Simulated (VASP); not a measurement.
# KI (F-43m) in VASP: a series of runs

Aim: see how the results for KI move with the level of theory and the settings. Levels: PBE, r2SCAN. Tasks: single point.

All numbers are computed with VASP 6.6.1; they aren't measurements. Logs are shortened: lines on timing, memory, paths and dates and some standing lists are left out, and cuts for length are marked.

**1. The cell of the first run**

The structure is cubic, space group F-43m (No. 216). Conventional cell: a = 7.932 Å, b = 7.932 Å, c = 7.932 Å, α = 90.00°, β = 90.00°, γ = 90.00°. Within 4.5 Å of K (site symmetry -43m) lie 4 I at 3.43 Å. I (site symmetry -43m) has 4 K at 3.43 Å within 4.5 Å.

**2. Single point, PBE**

The input, INCAR:

```
SYSTEM = KI
PREC = Accurate ; ENCUT = 520
EDIFF = 1E-6 ; ISMEAR = 0
SIGMA = 0.01 ; LREAL = .False.
LASPH = .True. ; NELM = 80
ALGO = Normal ; ISIF = 2
LWAVE = .False. ; LCHARG = .False.
GGA = PE ; NBANDS = 15
```

The input, KPOINTS:

```
regular mesh
0
Gamma
  4 4 4
  0 0 0
```

The input, POSCAR:

```
KI
1.0
    0.0000000000      3.9658942500      3.9658942500
    3.9658942500      0.0000000000      3.9658942500
    3.9658942500      3.9658942500      0.0000000000
K I
1 1
Direct
    0.0000000000      0.0000000000      0.0000000000
    0.2500000000      0.2500000000      0.2500000000
```

Potentials or basis: VASP PAW PBE potentials, release 64 (K_sv, I).

Launch:

```sh
> cat potpaw_PBE.64/K_sv/POTCAR potpaw_PBE.64/I/POTCAR > POTCAR
> mpirun -np 1 vasp_std > vasp.out
```

OUTCAR:

```text
SYSTEM = KI
   PREC = Accurate
   ENCUT = 520
   EDIFF = 1E-6
   ISMEAR = 0
   LREAL = .False.
   LASPH = .True.
   NELM = 80
   ISIF = 2
   GGA = PE

 ion  position               nearest neighbor table
   1  0.000  0.000  0.000-   2 3.43   2 3.43   2 3.43   2 3.43
   2  0.250  0.250  0.250-   1 3.43   1 3.43   1 3.43   1 3.43

  LATTYP: Found a face centered cubic cell.
 ALAT       =     7.9317885000

  Lattice vectors:

 A1 = (   0.0000000000,   3.9658942500,   3.9658942500)
 A2 = (   3.9658942500,   0.0000000000,   3.9658942500)
 A3 = (   3.9658942500,   3.9658942500,   0.0000000000)

Analysis of symmetry for initial positions (statically):
=====================================================================
 Subroutine PRICEL returns:
 Original cell was already a primitive cell.

 Routine SETGRP: Setting up the symmetry group for a
 face centered cubic supercell.

 Subroutine GETGRP returns: Found 24 space group operations
 (whereof 24 operations were pure point group operations)
 out of a pool of 48 trial point group operations.

The static configuration has the point symmetry T_d .

Analysis of symmetry for dynamics (positions and initial velocities):
=====================================================================
 Subroutine PRICEL returns:
 Original cell was already a primitive cell.

 Routine SETGRP: Setting up the symmetry group for a
 face centered cubic supercell.

 Subroutine GETGRP returns: Found 24 space group operations
 (whereof 24 operations were pure point group operations)
 out of a pool of 48 trial point group operations.

The dynamic configuration has the point symmetry T_d .

 Subroutine INISYM returns: Found 24 space group operations
 (whereof 24 operations are pure point group operations),
 and found     1 'primitive' translations

----------------------------------------------------------------------------------------

                                     Primitive cell

  volume of cell :     124.7537

  direct lattice vectors                    reciprocal lattice vectors
     0.000000000  3.965894250  3.965894250    -0.126074970  0.126074970  0.126074970
     3.965894250  0.000000000  3.965894250     0.126074970 -0.126074970  0.126074970
     3.965894250  3.965894250  0.000000000     0.126074970  0.126074970 -0.126074970

  length of vectors
     5.608621435  5.608621435  5.608621435     0.218368254  0.218368254  0.218368254

  position of ions in fractional coordinates (direct lattice)
[... 71 lines left out ...]
   TEBEG  =    0.0;   TEEND  =   0.0 temperature during run
   PSTRESS=    0.0 pullay stress
   NELECT =      16.0000    total number of electrons
   NUPDOWN=      -1.0000    fix difference up-down
   EMIN   =  10.00;   EMAX   =-10.00  energy-range for DOS
   EFERMI =   0.00;   METHOD = LEGACY
   ISMEAR =     0;   SIGMA  =   0.01  broadening in eV -4-tet -1-fermi 0-gaus
   EFERMI_NEDOS =   21; number of points for ismear=-14 and -15
   IALGO  =     38    algorithm
   IMIX   =      4    mixing-type and parameters
     AMIX     =   0.40;   BMIX     =  1.00
     AMIX_MAG =   1.60;   BMIX_MAG =  1.00
  volume/ion in A,a.u.               =      62.38       420.94
  Fermi-wavevector in a.u.,A,eV,Ry     =   0.825589  1.560136  9.273684  0.681597
  Thomas-Fermi vector in A             =   1.937473
   LORBIT       =      0    0 simple, 1 ext, 2 COOP (PROOUT), +10 PAW based schemes
   GGA     = PE    functional components
   LHFCALC =     F    Hartree Fock is set to
   AEXX    =    0.0000 exact exchange contribution
   IVDW    =     0    specifies the selected vdW correction
   LEPSILON=     F    determine dielectric tensor
   LRPA    =     F    only Hartree local field effects (RPA)
 non-spin polarized calculation
 Gauss-broadening in eV      SIGMA  =   0.01
  energy-cutoff  :      520.00
  volume of cell :      124.75
 maximum number of plane-waves:      3383
 NGX is ok and might be reduce to    42
   NGX = 21   NGY = 21   NGZ = 21

 number of electron      16.0000003 magnetization

 Free energy of the ion-electron system (eV)
  ---------------------------------------------------
  ext. energy  EPLUGINS =         0.00000000
  ---------------------------------------------------
  free energy    TOTEN  =        -5.38596445 eV

  energy without entropy =       -5.38596445  energy(sigma->0) =       -5.38596445

 E-fermi :  -2.1337     XC(G=0):  -5.7318

 val. band max:       -2.1849161165   @ k =   0.0000   0.0000   0.0000
 cond. band min:       1.7465355035   @ k =   0.0000   0.0000   0.0000
 fundamental gap:      3.9314516199
 Fermi energy:        -2.1336886061

 k-point     1 :       0.0000    0.0000    0.0000
  band No.  band energies     occupation
      1     -30.6483      2.00000
      2     -14.1429      2.00000
      3     -14.1429      2.00000
      4     -14.1429      2.00000
      5     -12.1991      2.00000
      6      -2.1849      2.00000
      7      -2.1849      2.00000
      8      -2.1849      2.00000
      9       1.7465      0.00000
     10       5.3589      0.00000
     11       5.3589      0.00000
     12       5.9779      0.00000
     13       5.9779      0.00000
     14       5.9779      0.00000
[... 113 lines left out ...]
      2     -14.2089      2.00000
      3     -14.1526      2.00000
      4     -14.1501      2.00000
      5     -12.0700      2.00000
      6      -2.4971      2.00000
      7      -2.4285      2.00000
      8      -2.2524      2.00000
      9       3.4177      0.00000
     10       4.2895      0.00000
     11       5.2347      0.00000
     12       5.4099      0.00000
     13       6.2330      0.00000
     14       6.6042      0.00000
     15       6.9906      0.00000

------------------------ aborting loop because EDIFF is reached ----------------------------------------

  FORCE on cell =-STRESS in cart. coord.  units (eV):
  Direction    XX          YY          ZZ          XY          YZ          ZX
  --------------------------------------------------------------------------------------
  -------------------------------------------------------------------------------------
  Total        0.1484288      0.1484288      0.1484288      0.0000000      0.0000000     -0.0000000
  in kB        1.9062307      1.9062307      1.9062307      0.0000000      0.0000000     -0.0000000
  external PRESSURE =       1.9062307 kB  Pullay stress =       0.0000000 kB

 VOLUME and BASIS-vectors are now :
 -----------------------------------------------------------------------------
  energy-cutoff  :      520.00
  volume of cell :      124.75
      direct lattice vectors                 reciprocal lattice vectors
     0.000000000  3.965894250  3.965894250    -0.126074970  0.126074970  0.126074970
     3.965894250  0.000000000  3.965894250     0.126074970 -0.126074970  0.126074970
     3.965894250  3.965894250  0.000000000     0.126074970  0.126074970 -0.126074970

 POSITION                                       TOTAL-FORCE (eV/Angst)
 -----------------------------------------------------------------------------------
      0.00000      0.00000      0.00000         0.000000      0.000000      0.000000
      1.98295      1.98295      1.98295        -0.000000     -0.000000     -0.000000
 -----------------------------------------------------------------------------------
    total drift:                               -0.000000     -0.000000     -0.000000

  FREE ENERGIE OF THE ION-ELECTRON SYSTEM (eV)
  ---------------------------------------------------
  free  energy   TOTEN  =        -5.3859644505 eV

  energy  without entropy=       -5.3859644505  energy(sigma->0) =       -5.38596445
```

stdout:

```text
POSCAR found type information on POSCAR K I
 POSCAR found :  2 types and       2 ions
 scaLAPACK will be used
 LDA part: xc-table for (Slater+PW92), standard interpolation
 POSCAR, INCAR and KPOINTS ok, starting setup
 FFT: planning ... GRIDC
 FFT: planning ... GRID_SOFT
 FFT: planning ... GRID
 WAVECAR not read
 entering main loop
```

Run time: 32 s. Hardware: 1 thread of AMD EPYC 7R43 (Zen 3), shared host; peak memory 0.22 GiB.

Results:

* Free energy: -5.3860 eV
* Pressure: 0.2 GPa
* Band gap on the k mesh: 3.93 eV, direct

Caveat: spin-orbit coupling is left out, which moves the levels of the heavy elements. As with any semilocal functional, this PBE gap is likely too small.

**3. Single point, PBE**

The input, INCAR:

```
PREC     = Accurate       # precision mode
ENCUT    = 520            # plane-wave cutoff, eV
EDIFF    = 1E-6           # SCF threshold, eV
ISMEAR   = 0              # smearing method
SIGMA    = 0.01           # smearing width, eV
LREAL    = False          # projectors in reciprocal space
LASPH    = True           # aspherical terms in the spheres
NELM     = 80             # most SCF steps
ALGO     = Normal         # electronic algorithm
ISIF     = 2              # what is computed and relaxed
LWAVE    = False          # write WAVECAR
LCHARG   = False          # write CHGCAR
GGA      = PE             # functional
NBANDS   = 15             # bands
```

The input, KPOINTS:

```
regular mesh
0
Gamma
  4 4 4
```

POSCAR is that of step 2.

Potentials or basis: VASP PAW PBE potentials, release 64 (K_sv, I).

Launch:

```sh
> cat potpaw_PBE.64/K_sv/POTCAR potpaw_PBE.64/I/POTCAR > POTCAR
> mpirun -np 1 vasp_std > vasp.out
```

Run time: 27 s. Hardware: 1 thread of AMD EPYC 7R43 (Zen 3), shared host; peak memory 0.22 GiB.

The run converged. Its results:

```yaml
Free_energy: -5.3860 eV
Pressure: 0.2 GPa
Band_gap_on_the_k_mesh: 3.93 eV, direct
```

Levels at points of the mesh, in eV from the valence-band top:
| k point | band 4 | band 5 | band 6 | band 7 | band 8 | band 9 | band 10 | band 11 | band 12 | band 13 |
| --- | --- | --- | --- | --- | --- | --- | --- | --- | --- | --- |
| (0.00, 0.00, 0.00) | -11.96 | -10.01 | 0.00 | 0.00 | 0.00 | 3.93 | 7.54 | 7.54 | 8.16 | 8.16 |
| (0.50, 0.00, 0.00) | -11.96 | -9.92 | -0.46 | -0.01 | -0.01 | 5.67 | 6.50 | 7.12 | 7.12 | 8.46 |
| (0.50, 0.50, 0.00) | -11.97 | -9.89 | -0.48 | -0.06 | -0.06 | 5.29 | 6.25 | 7.91 | 8.36 | 8.36 |

Caveat: spin-orbit coupling is left out, which moves the levels of the heavy elements.

**4. Single point, r2SCAN**

POSCAR is that of step 3.

The input, INCAR.step1:

```
SYSTEM = KI
PREC = Accurate
ENCUT = 520
ISMEAR = 0
SIGMA = 0.01
LREAL = .False.
LASPH = .True.
NELM = 80
NBANDS = 15
GGA = PE
ALGO = Normal
EDIFF = 1E-4
LWAVE = .True.
LCHARG = .False.
```

The input, INCAR.step2:

```
SYSTEM = KI
PREC = Accurate
ENCUT = 520
EDIFF = 1E-6
ISMEAR = 0
SIGMA = 0.01
LREAL = .False.
LASPH = .True.
NELM = 80
ALGO = Normal
ISIF = 2
LWAVE = .False.
LCHARG = .True.
METAGGA = R2SCAN
LMIXTAU = .True.
LELF = .True.
LVHAR = .True.
NBANDS = 15
ISTART = 1
```

The input, KPOINTS:

```
Automatic mesh
0
Gamma
  4 4 4
  0 0 0
```

Potentials or basis: VASP PAW PBE potentials, release 64 (K_sv, I).

Launch:

```sh
> cat potpaw_PBE.64/K_sv/POTCAR potpaw_PBE.64/I/POTCAR > POTCAR
> cp INCAR.step1 INCAR
> mpirun -np 1 vasp_std > vasp.out
> cp INCAR.step2 INCAR
> mpirun -np 1 vasp_std > vasp.out
```

OUTCAR:

```text
SYSTEM = KI
   PREC = Accurate
   ENCUT = 520
   EDIFF = 1E-6
   ISMEAR = 0
   LREAL = .False.
   LASPH = .True.
   NELM = 80
   ISIF = 2
   METAGGA = R2SCAN
   ISTART = 1

 ion  position               nearest neighbor table
   1  0.000  0.000  0.000-   2 3.43   2 3.43   2 3.43   2 3.43
   2  0.250  0.250  0.250-   1 3.43   1 3.43   1 3.43   1 3.43

  LATTYP: Found a face centered cubic cell.
 ALAT       =     7.9317885000

  Lattice vectors:

 A1 = (   0.0000000000,   3.9658942500,   3.9658942500)
 A2 = (   3.9658942500,   0.0000000000,   3.9658942500)
 A3 = (   3.9658942500,   3.9658942500,   0.0000000000)

Analysis of symmetry for initial positions (statically):
=====================================================================
 Subroutine PRICEL returns:
 Original cell was already a primitive cell.

 Routine SETGRP: Setting up the symmetry group for a
 face centered cubic supercell.

 Subroutine GETGRP returns: Found 24 space group operations
 (whereof 24 operations were pure point group operations)
 out of a pool of 48 trial point group operations.

The static configuration has the point symmetry T_d .

[... 156 lines left out ...]
      4     -14.8668      2.00000
      5     -12.8247      2.00000
      6      -2.5108      2.00000
      7      -2.5108      2.00000
      8      -2.5108      2.00000
      9       1.9604      0.00000
     10       5.6837      0.00000
     11       5.6837      0.00000
     12       6.3119      0.00000
     13       6.3119      0.00000
     14       6.3119      0.00000
[... 113 lines left out ...]
      2     -14.9348      2.00000
      3     -14.8765      2.00000
      4     -14.8741      2.00000
      5     -12.6899      2.00000
      6      -2.8061      2.00000
      7      -2.7595      2.00000
      8      -2.5811      2.00000
      9       3.5084      0.00000
     10       4.5172      0.00000
     11       5.7133      0.00000
     12       5.7385      0.00000
     13       6.6504      0.00000
     14       7.0993      0.00000
     15       7.4660      0.00000

------------------------ aborting loop because EDIFF is reached ----------------------------------------

  FORCE on cell =-STRESS in cart. coord.  units (eV):
  Direction    XX          YY          ZZ          XY          YZ          ZX
  --------------------------------------------------------------------------------------
  -------------------------------------------------------------------------------------
  Total        0.0009984      0.0009984      0.0009984     -0.0000000      0.0000000      0.0000000
  in kB        0.0128225      0.0128225      0.0128225     -0.0000000      0.0000000      0.0000000
  external PRESSURE =       0.0128225 kB  Pullay stress =       0.0000000 kB

 VOLUME and BASIS-vectors are now :
 -----------------------------------------------------------------------------
  energy-cutoff  :      520.00
  volume of cell :      124.75
      direct lattice vectors                 reciprocal lattice vectors
     0.000000000  3.965894250  3.965894250    -0.126074970  0.126074970  0.126074970
     3.965894250  0.000000000  3.965894250     0.126074970 -0.126074970  0.126074970
     3.965894250  3.965894250  0.000000000     0.126074970  0.126074970 -0.126074970

 POSITION                                       TOTAL-FORCE (eV/Angst)
 -----------------------------------------------------------------------------------
      0.00000      0.00000      0.00000        -0.000000     -0.000000      0.000000
      1.98295      1.98295      1.98295         0.000000      0.000000     -0.000000
 -----------------------------------------------------------------------------------
    total drift:                               -0.000000     -0.000000     -0.000000

  FREE ENERGIE OF THE ION-ELECTRON SYSTEM (eV)
  ---------------------------------------------------
  free  energy   TOTEN  =       -33.7137613492 eV

  energy  without entropy=      -33.7137613492  energy(sigma->0) =      -33.71376135
```

OSZICAR.step1:

```text
N       E                     dE             d eps       ncg     rms          rms(c)
DAV:   1     0.971573100514E+02    0.97157E+02   -0.62825E+03   240   0.883E+02
DAV:   2     0.148576323087E+01   -0.95672E+02   -0.87571E+02   324   0.206E+02
DAV:   3    -0.519630933308E+01   -0.66821E+01   -0.66425E+01   338   0.483E+01
DAV:   4    -0.556645511184E+01   -0.37015E+00   -0.37006E+00   408   0.106E+01
DAV:   5    -0.556827489578E+01   -0.18198E-02   -0.18198E-02   345   0.884E-01    0.295E+00
DAV:   6    -0.538961693242E+01    0.17866E+00   -0.20217E-01   289   0.213E+00    0.216E+00
DAV:   7    -0.536644269951E+01    0.23174E-01   -0.21474E-01   324   0.191E+00    0.929E-01
DAV:   8    -0.538239031221E+01   -0.15948E-01   -0.22472E-02   302   0.828E-01    0.144E-01
DAV:   9    -0.538484822162E+01   -0.24579E-02   -0.33129E-03   275   0.256E-01    0.111E-01
DAV:  10    -0.538582217211E+01   -0.97395E-03   -0.57496E-04   248   0.138E-01    0.236E-02
DAV:  11    -0.538594009530E+01   -0.11792E-03   -0.14355E-04   252   0.639E-02    0.214E-02
DAV:  12    -0.538596375502E+01   -0.23660E-04   -0.24401E-05   204   0.346E-02
   1 F= -.53859638E+01 E0= -.53859638E+01  d E =-.141144E-14
```

Wall time 2.6 min (1 thread of AMD EPYC 7R43 (Zen 3), shared host); peak memory 0.24 GiB.

What came out:

```yaml
Free_energy: -33.7138 eV
Pressure: 0.0 GPa
Band_gap_on_the_k_mesh: 4.47 eV, direct
```

Levels at points of the mesh, in eV from the valence-band top:
| k point | band 4 | band 5 | band 6 | band 7 | band 8 | band 9 | band 10 | band 11 | band 12 | band 13 |
| --- | --- | --- | --- | --- | --- | --- | --- | --- | --- | --- |
| (0.00, 0.00, 0.00) | -12.36 | -10.31 | 0.00 | 0.00 | 0.00 | 4.47 | 8.19 | 8.19 | 8.82 | 8.82 |
| (0.50, 0.00, 0.00) | -12.36 | -10.21 | -0.45 | -0.01 | -0.01 | 6.29 | 6.97 | 7.71 | 7.71 | 9.19 |
| (0.50, 0.50, 0.00) | -12.36 | -10.18 | -0.47 | -0.06 | -0.06 | 5.69 | 6.84 | 8.73 | 9.08 | 9.08 |

Caveat: the PAW data sets were made with another functional, which shifts forces and pressure a little; spin-orbit coupling is left out, which moves the levels of the heavy elements. r2SCAN opens gaps a little over a GGA but as a rule still falls short of measured ones.
